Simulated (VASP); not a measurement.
Wanted: the native input for a VASP 6.6.1 run.

```yaml
Task: relaxation of shape and atoms at fixed volume
Functional: PBEsol
Potentials_or_basis: VASP PAW PBE potentials, release 64 (Ga_d)
Cutoff: 600 eV
k_mesh: 16 × 16 × 12
Occupations: gaussian, width 0.1 eV
Spin: no spin polarisation
Dipole_correction: no
Further_INCAR_settings: ALGO = Fast; EDIFF = 1e-06; IBRION = 2; EDIFFG = -0.01; NSW = 50; ISIF = 4
```

The structure of Ga lies in POSCAR:

```
Ga
1.0
    1.3276701660     -3.8585853423     -0.0254378390
    1.3276701660      3.8585853423     -0.0254378390
   -0.1742525766      0.0000000000      3.1856748447
Ga
2
Direct
    0.8665339620      0.1334660380      0.2500000000
    0.1334660380      0.8665339620      0.7500000000
```

One way to write it, as run:

INCAR

```
ALGO = Fast
EDIFF = 1E-6
EDIFFG = -0.01
ENCUT = 600
GGA = PS
IBRION = 2
ISIF = 4
ISMEAR = 0
LASPH = True
LCHARG = False
LREAL = False
LWAVE = False
NELM = 100
NSW = 50
PREC = Accurate
SIGMA = 0.1
```

KPOINTS

```
k-points
0
Gamma
  16 16 12
```

Potentials or basis: VASP PAW PBE potentials, release 64 (Ga_d).

Command:

```bash
$ cat potpaw_PBE.64/Ga_d/POTCAR > POTCAR
$ mpirun -np 1 vasp_std > vasp.out
```

It gave:

* Energy gained by relaxing: 0.1 meV/atom
* Ionic steps: 6
* Pressure after relaxing: 7.4 GPa
* Largest force after relaxing: 0.009 eV/Å
* Band gap on the k mesh: zero (bands 13 and 14 overlap by 9.49 eV)

Caveat: the PAW data sets were made with another functional, which shifts forces and pressure a little.

It took 21 min on 1 thread of Oxide Virtual Turin-like Processor, on a shared host, peak memory 0.55 GiB.
